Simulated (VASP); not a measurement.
Write the native input for VASP 6.6.1 that does the following.

```
Task                   : single point
Functional             : r2SCAN
Potentials or basis    : VASP PAW PBE potentials, release 64 (Ni)
Cutoff                 : 520 eV
k mesh                 : 13 × 13 × 13
Occupations            : fermi-dirac, width 0.05 eV
Spin                   : collinear spin, ferromagnetic start
Starting moments       : [1.0] μB
Dipole correction      : no
Further INCAR settings : ALGO = Normal; EDIFF = 1e-06; NBANDS = 15
```

The system is Ni.

```
Ni
1.0
    -1.36501    1.36501    1.36501
     1.36501   -1.36501    1.36501
     1.36501    1.36501   -1.36501
Ni
1
Direct
  0.00000 0.00000 0.00000
```

These files were run (other wordings do the same):

POSCAR

```
Ni
1.0
   -1.3650143198      1.3650143198      1.3650143198
    1.3650143198     -1.3650143198      1.3650143198
    1.3650143198      1.3650143198     -1.3650143198
Ni
1
Direct
    0.0000000000      0.0000000000      0.0000000000
```

INCAR.step1

```
PREC     = Accurate       # precision mode
ENCUT    = 520            # plane-wave cutoff, eV
ISMEAR   = -1             # smearing method
SIGMA    = 0.05           # smearing width, eV
LREAL    = F              # projectors in reciprocal space
LASPH    = T              # aspherical terms in the spheres
NELM     = 150            # most SCF steps
ISPIN    = 2              # spin polarisation
MAGMOM   = 1              # initial moments
LMAXMIX  = 4              # l up to which the mixer works
NBANDS   = 15             # bands
GGA      = PE             # functional
ALGO     = Normal         # electronic algorithm
EDIFF    = 1E-4           # SCF threshold, eV
LWAVE    = T              # write WAVECAR
LCHARG   = F              # write CHGCAR
```

INCAR.step2

```
PREC     = Accurate       # precision mode
ENCUT    = 520            # plane-wave cutoff, eV
EDIFF    = 1E-6           # SCF threshold, eV
ISMEAR   = -1             # smearing method
SIGMA    = 0.05           # smearing width, eV
LREAL    = F              # projectors in reciprocal space
LASPH    = T              # aspherical terms in the spheres
NELM     = 150            # most SCF steps
ALGO     = Normal         # electronic algorithm
ISIF     = 2              # what is computed and relaxed
LWAVE    = F              # write WAVECAR
LCHARG   = F              # write CHGCAR
ISPIN    = 2              # spin polarisation
MAGMOM   = 1              # initial moments
LORBIT   = 11             # projections on sites
LMAXMIX  = 4              # l up to which the mixer works
METAGGA  = R2SCAN         # meta-GGA
LMIXTAU  = T            
NBANDS   = 15             # bands
ISTART   = 1
```

KPOINTS

```
Automatic mesh
0
Gamma
  13 13 13
```

Potentials or basis: VASP PAW PBE potentials, release 64 (Ni).

Launch:

```console
$ cat potpaw_PBE.64/Ni/POTCAR > POTCAR
$ cp INCAR.step1 INCAR
$ mpirun -np 1 vasp_std > vasp.out
$ cp INCAR.step2 INCAR
$ mpirun -np 1 vasp_std > vasp.out
```

It gave:

| Item | Value |
| --- | --- |
| Pressure | 10.1 GPa |
| Net moment | 0.64 μB per cell |
| Site moments | Ni +0.65 μB |
| Valence electrons inside the program's atomic spheres | Ni 9.48 |

Caveat: the PAW data sets were made with another functional, which shifts forces and pressure a little.

It took 3 min on 1 thread of AMD EPYC 7571, on a shared host, peak memory 0.11 GiB.
